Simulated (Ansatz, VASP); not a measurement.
## MgI2: VASP beside Ansatz

File INCAR:

```
SYSTEM = MgI2
  ALGO = Normal
  EDIFF = 1E-6
  ENCUT = 520
  GGA = PS
  ISIF = 2
  ISMEAR = -1
  LASPH = .True.
  LCHARG = .False.
  LREAL = .False.
  LWAVE = .False.
  NBANDS = 15
  NELM = 60
  PREC = Accurate
  SIGMA = 0.03
```

KPOINTS

```
k-points
0
Gamma
  7 7 4
  0 0 0
```

The input POSCAR:

```
MgI2
1.0
    4.1537001214      0.0207685006      0.0207685006
   -2.0588640116      3.5868255745      0.0076017988
    0.0343100000      0.0343100000      6.8620000000
Mg I
1 2
Direct
    0.0000000000      0.0000000000      0.0000000000
    0.3333333333      0.6666666667      0.7576300000
    0.6666666667      0.3333333333      0.2423700000
```

Input for Ansatz:

```yaml
crystal:
  lattice:
    - [4.1537001214, 0.0207685006, 0.0207685006]
    - [-2.0588640116, 3.5868255745, 0.0076017988]
    - [0.03431, 0.03431, 6.862]
  atoms:
    - { symbol: Mg, position: [0.0, 0.0, 0.0] }
    - { symbol: I, position: [0.3333333333, 0.6666666667, 0.75763] }
    - { symbol: I, position: [0.6666666667, 0.3333333333, 0.24237] }
kpoints:
  mp_grid: { grid: [7, 7, 4] }
  band_path:
    path:
      - [0.0, 0.0, 0.0]
      - [0.0, -0.5, 0.0]
      - [0.0, 0.0, 0.5]
      - [0.0, 0.0, 0.0]
      - [-0.5, 0.0, 0.0]
      - [-0.5, 0.5, -0.5]
      - [0.0, 0.0, 0.0]
      - [-0.5, 0.0, -0.5]
      - [-0.5, 0.5, 0.0]
    npoints: 5
scf:
  occupations: { method: fermi_dirac, width: 0.03 }
hamiltonian:
  xc: pbesol
  pseudopotentials: { kind: all_electron, lapw: { basis_error: 0.001 } }
output:
  forces: true
  stress: true
  eigenvalues: true
```

Change from the starting cell: equal xy, yz and zx shear strains of +1 %.

Alike in both runs: task single point; functional PBEsol; k mesh 7 × 7 × 4; occupations fermi-dirac, width 0.03 eV; no spin polarisation.

|  | VASP | Ansatz |
| --- | --- | --- |
| version | VASP 6.6.1 | Ansatz 0.2.0 |
| potentials or method | VASP PAW PBE potentials, release 64 (Mg, I), cutoff 520 eV | all-electron LAPW, scalar-relativistic |

```csv
,VASP,Ansatz,Ansatz less VASP
gap on the k mesh at the Fermi level (eV),3.44,3.45,+0.016
pressure (GPa),-0.2,-0.2,+0.03
"traceless stress, the component that is largest in VASP (GPa)",0.26,0.26,-0.005
rms of the force components (eV/Å),0.025,0.024,-0.0009
```

VASP's potentials were made for PBE, not for PBEsol. Atom by atom the forces differ by 0.001 eV/Å (rms over components). Ansatz ran all-electron here, and VASP with PAW potentials.

Spin-orbit coupling is off throughout.
